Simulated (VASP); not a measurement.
# Mo (Im-3m) in VASP: a series of runs

The runs below take Mo through single point, relaxation of cell and atoms, with LDA.

Everything below comes from runs of VASP 6.6.1. Logs are shortened: lines on timing, memory, paths and dates and some standing lists are left out, and cuts for length are marked.

**1. The cell of the first run**

The structure is cubic, space group Im-3m (No. 229). The conventional cell has a = 3.110 Å, b = 3.110 Å, c = 3.110 Å, α = 90.00°, β = 90.00°, γ = 90.00°. Within 3.6 Å of Mo (site symmetry m-3m) lie 14 Mo at 2.69 to 3.11 Å.

**2. Single point, LDA**

Contents of INCAR:

```
PREC = Accurate ; ENCUT = 500
EDIFF = 1E-6 ; ISMEAR = 0
SIGMA = 0.05 ; LREAL = F
LASPH = T ; NELM = 120
ALGO = Normal ; ISIF = 2
LWAVE = F ; LCHARG = F
GGA = CA ; NBANDS = 13
GGA_COMPAT = F
```

Contents of KPOINTS:

```
regular mesh
0
Gamma
  9 9 9
```

Contents of POSCAR:

```
Mo
1.0
   -1.5552179983      1.5552179983      1.5552179983
    1.5552179983     -1.5552179983      1.5552179983
    1.5552179983      1.5552179983     -1.5552179983
Mo
1
Direct
    0.0000000000      0.0000000000      0.0000000000
```

Potentials or basis: VASP PAW LDA potentials, release 64 (Mo_sv).

Started as:

```sh
$ cat potpaw_LDA.64/Mo_sv/POTCAR > POTCAR
$ mpirun -np 1 vasp_std > vasp.out
```

OUTCAR:

```text
PREC = Accurate
   ENCUT = 500
   EDIFF = 1E-6
   ISMEAR = 0
   LREAL = F
   LASPH = T
   NELM = 120
   ISIF = 2
   GGA = CA

 ion  position               nearest neighbor table
   1  0.000  0.000  0.000-

  LATTYP: Found a body centered cubic cell.
 ALAT       =     3.1104359966

  Lattice vectors:

 A1 = (  -1.5552179983,   1.5552179983,   1.5552179983)
 A2 = (   1.5552179983,  -1.5552179983,   1.5552179983)
 A3 = (   1.5552179983,   1.5552179983,  -1.5552179983)

Analysis of symmetry for initial positions (statically):
=====================================================================
 Subroutine PRICEL returns:
 Original cell was already a primitive cell.

 Routine SETGRP: Setting up the symmetry group for a
 body centered cubic supercell.

 Subroutine GETGRP returns: Found 48 space group operations
 (whereof 48 operations were pure point group operations)
 out of a pool of 48 trial point group operations.

The static configuration has the point symmetry O_h .

Analysis of symmetry for dynamics (positions and initial velocities):
=====================================================================
 Subroutine PRICEL returns:
 Original cell was already a primitive cell.

 Routine SETGRP: Setting up the symmetry group for a
 body centered cubic supercell.

 Subroutine GETGRP returns: Found 48 space group operations
 (whereof 48 operations were pure point group operations)
 out of a pool of 48 trial point group operations.

The dynamic configuration has the point symmetry O_h .

 Subroutine INISYM returns: Found 48 space group operations
 (whereof 48 operations are pure point group operations),
 and found     1 'primitive' translations

----------------------------------------------------------------------------------------

                                     Primitive cell

  volume of cell :      15.0464

  direct lattice vectors                    reciprocal lattice vectors
    -1.555217998  1.555217998  1.555217998     0.000000000  0.321498337  0.321498337
     1.555217998 -1.555217998  1.555217998     0.321498337  0.000000000  0.321498337
     1.555217998  1.555217998 -1.555217998     0.321498337  0.321498337  0.000000000

  length of vectors
     2.693716590  2.693716590  2.693716590     0.454667308  0.454667308  0.454667308

  position of ions in fractional coordinates (direct lattice)
     0.000000000  0.000000000  0.000000000

  ion indices of the primitive-cell ions
   primitive index   ion index
                 1           1

----------------------------------------------------------------------------------------

 KPOINTS: regular mesh

Automatic generation of k-mesh.
 Grid dimensions read from file:
 generate k-points for:    9    9    9

 Generating k-lattice:

  Cartesian coordinates                     Fractional coordinates (reciprocal lattice)
     0.000000000  0.035722037  0.035722037     0.111111111  0.000000000  0.000000000
     0.035722037  0.000000000  0.035722037     0.000000000  0.111111111  0.000000000
     0.035722037  0.035722037  0.000000000     0.000000000  0.000000000  0.111111111

  Length of vectors
     0.050518590  0.050518590  0.050518590

  Shift w.r.t. Gamma in fractional coordinates (k-lattice)
     0.000000000  0.000000000  0.000000000

 Subroutine IBZKPT returns following result:
 ===========================================

 Found     35 irreducible k-points:

 Following reciprocal coordinates:
            Coordinates               Weight
  0.000000  0.000000  0.000000      1.000000
  0.111111  0.000000  0.000000     12.000000
  0.222222  0.000000  0.000000     12.000000
  0.333333  0.000000  0.000000     12.000000
  0.444444  0.000000  0.000000     12.000000
  0.111111  0.111111  0.000000     24.000000
[... 16 lines left out ...]
 -0.333333  0.444444  0.111111     48.000000
 -0.444444 -0.444444  0.111111     24.000000
 [... further k-points ...]
   k-points           NKPTS =     35   k-points in BZ     NKDIM =     35   number of bands    NBANDS=     13
   number of dos      NEDOS =    301   number of ions     NIONS =      1
   total plane-waves  NPLWV =   8000
   dimension x,y,z NGX =    20 NGY =   20 NGZ =   20
   dimension x,y,z NGXF=    40 NGYF=   40 NGZF=   40
   ions per type =               1
   NGX,Y,Z   is equivalent  to a cutoff of  12.34, 12.34, 12.34 a.u.
   NGXF,Y,Z  is equivalent  to a cutoff of  24.69, 24.69, 24.69 a.u.
 SYSTEM =  unknown system
   PREC   = accura    normal or accurate (medium, high low for compatibility)
   ISTART =      0    job   : 0-new  1-cont  2-samecut
   ICHARG =      2    charge: 1-file 2-atom 10-const
   ISPIN  =      1    spin polarized calculation?
   LNONCOLLINEAR =      F non collinear calculations
   LSORBIT =      F    spin-orbit coupling
   LASPH  =      T    aspherical Exc in radial PAW
   ENCUT  =  500.0 eV  36.75 Ry    6.06 a.u.   4.91  4.91  4.91*2*pi/ulx,y,z
   NELM   =    120;   NELMIN=  2; NELMDL= -5     # of ELM steps
   EDIFF  = 0.1E-05   stopping-criterion for ELM
   LREAL  =      F    real-space projection
   EDIFFG = 0.1E-04   stopping-criterion for IOM
   NSW    =      0    number of steps for IOM
   IBRION =     -1    ionic relax: 0-MD 1-quasi-New 2-CG
   NFREE  =      0    steps in history (QN), initial steepest desc. (CG)
   ISIF   =      2    stress and relaxation
   ISYM   =      2    0-nonsym 1-usesym 2-fastsym
   POTIM  = 0.5000    time-step for ionic-motion
   TEBEG  =    0.0;   TEEND  =   0.0 temperature during run
   PSTRESS=    0.0 pullay stress
   NELECT =      14.0000    total number of electrons
   NUPDOWN=      -1.0000    fix difference up-down
   EMIN   =  10.00;   EMAX   =-10.00  energy-range for DOS
   EFERMI =   0.00;   METHOD = LEGACY
   ISMEAR =     0;   SIGMA  =   0.05  broadening in eV -4-tet -1-fermi 0-gaus
   EFERMI_NEDOS =   21; number of points for ismear=-14 and -15
   IALGO  =     38    algorithm
   IMIX   =      4    mixing-type and parameters
     AMIX     =   0.40;   BMIX     =  1.00
     AMIX_MAG =   1.60;   BMIX_MAG =  1.00
  volume/ion in A,a.u.               =      15.05       101.54
  Fermi-wavevector in a.u.,A,eV,Ry     =   1.598231  3.020219 34.753941  2.554343
  Thomas-Fermi vector in A             =   2.695713
   LORBIT       =      0    0 simple, 1 ext, 2 COOP (PROOUT), +10 PAW based schemes
   GGA     = CA    functional components
   LHFCALC =     F    Hartree Fock is set to
   AEXX    =    0.0000 exact exchange contribution
   IVDW    =     0    specifies the selected vdW correction
   LEPSILON=     F    determine dielectric tensor
   LRPA    =     F    only Hartree local field effects (RPA)
 non-spin polarized calculation
 Gauss-broadening in eV      SIGMA  =   0.05
  energy-cutoff  :      500.00
  volume of cell :       15.05
 maximum number of plane-waves:       394
   NGX =  9   NGY =  9   NGZ =  9

 number of electron      13.9999996 magnetization

 Free energy of the ion-electron system (eV)
  ---------------------------------------------------
  ext. energy  EPLUGINS =         0.00000000
  ---------------------------------------------------
  free energy    TOTEN  =       -12.14736985 eV

  energy without entropy =      -12.14645380  energy(sigma->0) =      -12.14691183

 E-fermi :  13.0097     XC(G=0): -13.8197

 val. band max:       12.9268909191   @ k =  -0.2222   0.2222   0.1111
 cond. band min:      13.0275660889   @ k =  -0.3333   0.3333   0.2222
 fundamental gap:      0.1006751698
 Fermi energy:        13.0097389260

 k-point     1 :       0.0000    0.0000    0.0000
  band No.  band energies     occupation
      1     -47.8666      2.00000
      2     -21.2111      2.00000
      3     -21.2111      2.00000
      4     -21.2111      2.00000
      5       5.7470      2.00000
      6      11.6326      2.00000
      7      11.6326      2.00000
      8      11.6326      2.00000
      9      14.7839      0.00000
     10      14.7839      0.00000
     11      27.9735      0.00000
     12      27.9735      0.00000
     13      27.9735      0.00000

 k-point     2 :       0.1111    0.0000    0.0000
  band No.  band energies     occupation
      1     -47.8304      2.00000
      2     -21.4117      2.00000
      3     -21.2727      2.00000
      4     -21.2129      2.00000
      5       6.2996      2.00000
      6      11.3213      2.00000
      7      11.5631      2.00000
      8      12.1699      2.00000
      9      14.3858      0.00000
     10      14.7961      0.00000
     11      28.3589      0.00000
     12      28.9216      0.00000
     13      29.0349      0.00000

 k-point     3 :       0.2222    0.0000    0.0000
  band No.  band energies     occupation
      1     -47.7380      2.00000
      2     -21.9022      2.00000
      3     -21.4257      2.00000
      4     -21.2173      2.00000
      5       7.5077      2.00000
      6      10.6210      2.00000
      7      11.3910      2.00000
      8      13.6895      0.00000
      9      14.1691      0.00000
     10      14.9010      0.00000
     11      28.3784      0.00000
     12      30.0042      0.00000
     13      31.4919      0.00000

 k-point     4 :       0.3333    0.0000    0.0000
  band No.  band energies     occupation
      1     -47.6309      2.00000
      2     -22.4337      2.00000
      3     -21.5951      2.00000
      4     -21.2226      2.00000
      5       7.8893      2.00000
      6       9.9368      2.00000
      7      12.4542      2.00000
      8      14.6012      0.00000
      9      15.1662      0.00000
     10      15.8613      0.00000
     11      26.7440      0.00000
     12      28.0177      0.00000
     13      34.6412      0.00000

 k-point     5 :       0.4444    0.0000    0.0000
  band No.  band energies     occupation
      1     -47.5600      2.00000
      2     -22.7675      2.00000
      3     -21.7031      2.00000
      4     -21.2262      2.00000
      5       7.5779      2.00000
      6       9.5376      2.00000
      7      14.3569      0.00000
      8      14.9987      0.00000
      9      15.4486      0.00000
     10      17.8045      0.00000
     11      25.3376      0.00000
     12      25.7084      0.00000
     13      31.3337      0.00000
[... 257 lines left out ...]
 k-point    22 :      -0.4444    0.4444    0.1111
  band No.  band energies     occupation
      1     -47.5343      2.00000
      2     -22.7131      2.00000
      3     -21.7751      2.00000
      4     -21.3610      2.00000
      5       7.9989      2.00000
      6      10.1106      2.00000
      7      12.2539      2.00000
      8      14.0539      0.00000
      9      17.6757      0.00000
     10      17.6900      0.00000
     11      25.4541      0.00000
     12      27.0277      0.00000
     13      30.4988      0.00000

 k-point    23 :      -0.3333    0.4444    0.1111
  band No.  band energies     occupation
      1     -47.5300      2.00000
      2     -22.5269      2.00000
      3     -21.8855      2.00000
      4     -21.4663      2.00000
      5       8.8266      2.00000
      6      10.1934      2.00000
      7      11.3101      2.00000
      8      13.7108      0.00000
      9      16.1273      0.00000
     10      18.6560      0.00000
     11      26.1667      0.00000
     12      28.5979      0.00000
     13      31.0131      0.00000

 k-point    24 :      -0.4444   -0.4444    0.1111
  band No.  band energies     occupation
      1     -47.4969      2.00000
      2     -22.6468      2.00000
      3     -21.9666      2.00000
      4     -21.4653      2.00000
      5       8.5510      2.00000
      6      10.4381      2.00000
      7      11.1533      2.00000
      8      13.8616      0.00000
      9      16.9751      0.00000
     10      20.5765      0.00000
     11      24.5010      0.00000
     12      27.4071      0.00000
     13      30.0742      0.00000

 [... further k-points ...]

------------------------ aborting loop because EDIFF is reached ----------------------------------------

  FORCE on cell =-STRESS in cart. coord.  units (eV):
  Direction    XX          YY          ZZ          XY          YZ          ZX
  --------------------------------------------------------------------------------------
  -------------------------------------------------------------------------------------
  Total        0.1174097      0.1174097      0.1174097      0.0000000      0.0000000      0.0000000
  in kB       12.5020378     12.5020378     12.5020378      0.0000000      0.0000000      0.0000000
  external PRESSURE =      12.5020378 kB  Pullay stress =       0.0000000 kB

 VOLUME and BASIS-vectors are now :
 -----------------------------------------------------------------------------
  energy-cutoff  :      500.00
  volume of cell :       15.05
      direct lattice vectors                 reciprocal lattice vectors
    -1.555217998  1.555217998  1.555217998     0.000000000  0.321498337  0.321498337
     1.555217998 -1.555217998  1.555217998     0.321498337  0.000000000  0.321498337
     1.555217998  1.555217998 -1.555217998     0.321498337  0.321498337  0.000000000

 POSITION                                       TOTAL-FORCE (eV/Angst)
 -----------------------------------------------------------------------------------
      0.00000      0.00000      0.00000         0.000000      0.000000      0.000000
 -----------------------------------------------------------------------------------
    total drift:                                0.000000     -0.000000      0.000000

  FREE ENERGIE OF THE ION-ELECTRON SYSTEM (eV)
  ---------------------------------------------------
  free  energy   TOTEN  =       -12.1473698488 eV

  energy  without entropy=      -12.1464538030  energy(sigma->0) =      -12.14691183
```

Run time: 2.2 s. Hardware: 1 thread of Intel Xeon 6975P-C (Granite Rapids), shared host; peak memory 0.11 GiB.

What came out:

* Free energy: -12.1474 eV
* Pressure: 1.3 GPa
* Band gap on the k mesh: zero (band 7 reaches 16.54 eV, above the bottom of band 8 at 11.63 eV)

Levels at points of the mesh, in eV from the Fermi level:
```tsv
k point	band 3	band 4	band 5	band 6	band 7	band 8	band 9	band 10	band 11	band 12
(0.00, 0.00, 0.00)	-34.22	-34.22	-7.26	-1.38	-1.38	-1.38	1.77	1.77	14.96	14.96
```

**3. Relaxation of cell and atoms, LDA**

This run uses another cell than the first one, of 15.58 Å³/atom, 1.036 times its volume.

Contents of INCAR:

```
SYSTEM = Mo
PREC = Accurate
ENCUT = 500
EDIFF = 1E-7
ISMEAR = 0
SIGMA = 0.05
LREAL = .FALSE.
LASPH = .TRUE.
NELM = 120
ALGO = Normal
ISIF = 3
LWAVE = .FALSE.
LCHARG = .FALSE.
GGA = CA
IBRION = 2
NSW = 60
EDIFFG = -0.02
GGA_COMPAT = .FALSE.
NELMIN = 4
```

Contents of KPOINTS:

```
Automatic mesh
0
G
  9 9 9
  0 0 0
```

Contents of POSCAR:

```
Mo
1.0
   -1.5734200000      1.5734200000      1.5734200000
    1.5734200000     -1.5734200000      1.5734200000
    1.5734200000      1.5734200000     -1.5734200000
Mo
1
Direct
    0.0000000000      0.0000000000      0.0000000000
```

Potentials or basis: VASP PAW LDA potentials, release 64 (Mo_sv).

Started as:

```sh
$ cat potpaw_LDA.64/Mo_sv/POTCAR > POTCAR
$ mpirun -np 1 vasp_std > vasp.out
```

Wall time 5.5 s (1 thread of Intel Xeon 6975P-C (Granite Rapids), shared host); peak memory 0.12 GiB.

The run converged. Its results:

- Free energy: -12.1479 eV
- Relaxed volume: 15.11 Å³/atom
- Relaxed cell: a = 2.698 Å, b = 2.698 Å, c = 2.698 Å, α = 109.47°, β = 109.47°, γ = 109.47°
- Space group after relaxing (to 0.05 Å): Im-3m (No. 229)
- Energy gained by relaxing: 12.9 meV/atom
- Ionic steps: 4
- Pressure after relaxing: 0.0 GPa
- Band gap on the k mesh: zero (band 7 reaches 16.45 eV, above the bottom of band 8 at 11.57 eV)

Step by step:
```tsv
step	energy change (eV)	largest force (eV/Å)	pressure (GPa)	volume (Å³)
1	0.0000	0.0000	-8.52	15.58
2	0.1132	0.0000	33.09	13.79
3	-0.0129	0.0000	-0.34	15.13
4	-0.0129	0.0000	-0.05	15.11
```

Final structure:
```
CELL_PARAMETERS angstrom
-1.55746 1.55746 1.55746
1.55746 -1.55746 1.55746
1.55746 1.55746 -1.55746
ATOMIC_POSITIONS crystal
Mo 0.00000 0.00000 0.00000
```

Levels at points of the mesh, in eV from the Fermi level:
| k point | band 3 | band 4 | band 5 | band 6 | band 7 | band 8 | band 9 | band 10 | band 11 |
| --- | --- | --- | --- | --- | --- | --- | --- | --- | --- |
| (0.00, 0.00, 0.00) | -34.23 | -34.23 | -7.25 | -1.37 | -1.37 | -1.37 | 1.77 | 1.77 | 14.96 |

LDA usually gives volumes a few per cent too small. Zero-point motion and thermal expansion aren't in these numbers.
